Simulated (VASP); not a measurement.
Input of a VASP 6.6.1 run:

INCAR

```
PREC = Accurate ; ENCUT = 520
EDIFF = 1E-6 ; ISMEAR = 0
SIGMA = 0.05 ; LREAL = F
LASPH = T ; NELM = 150
ALGO = Normal ; ISIF = 2
LWAVE = F ; LCHARG = F
ISPIN = 2 ; MAGMOM = 0 7.72 0 0
LORBIT = 11 ; LMAXMIX = 6
LDAU = T ; LDAUTYPE = 2
LDAUL = -1 3 -1 ; LDAUU = 0 7 0
LDAUJ = 0 0 0 ; LDAUPRINT = 1
GGA = PS ; NBANDS = 32
```

File KPOINTS:

```
Automatic mesh
0
Gamma
  6 6 4
```

Contents of POSCAR:

```
GdAgSe2
1.0
    4.1032684531      0.0000000000      0.0000000000
   -2.0516342266      3.5535347190      0.0000000000
    0.0000000000      0.0000000000      6.7056843220
Ag Gd Se
1 1 2
Direct
    0.0000000000      0.0000000000      0.5000000000
    0.0000000000      0.0000000000      0.0000000000
    0.3333333333      0.6666666667      0.2490769000
    0.6666666667      0.3333333333      0.7509231000
```

Potentials or basis: VASP PAW PBE potentials, release 64 (Ag, Gd, Se).

Run with:

```bash
$ cat potpaw_PBE.64/Ag/POTCAR potpaw_PBE.64/Gd/POTCAR potpaw_PBE.64/Se/POTCAR > POTCAR
$ mpirun -np 1 vasp_std > vasp.out
```

What does it give for the largest force?

0.139 eV/Å.

What does it give for the net moment?

7.00 μB per cell.

Estimate the site moments.

Ag -0.01; Gd +6.89; Se -0.04 μB.

Estimate the pressure.

-2.2 GPa.

Forces in eV/Å, atoms in the order of the input:
```
Ag   0.000  0.000  0.000
Gd   0.000  0.000  0.000
Se   0.000  0.000  0.139
Se   0.000  0.000 -0.139
```

Caveat: the PAW data sets were made with another functional, which shifts forces and pressure a little; a cell with one magnetic atom can't hold antiferromagnetic order, which such compounds often take. The state reached can hang on the start; a lower one may exist.
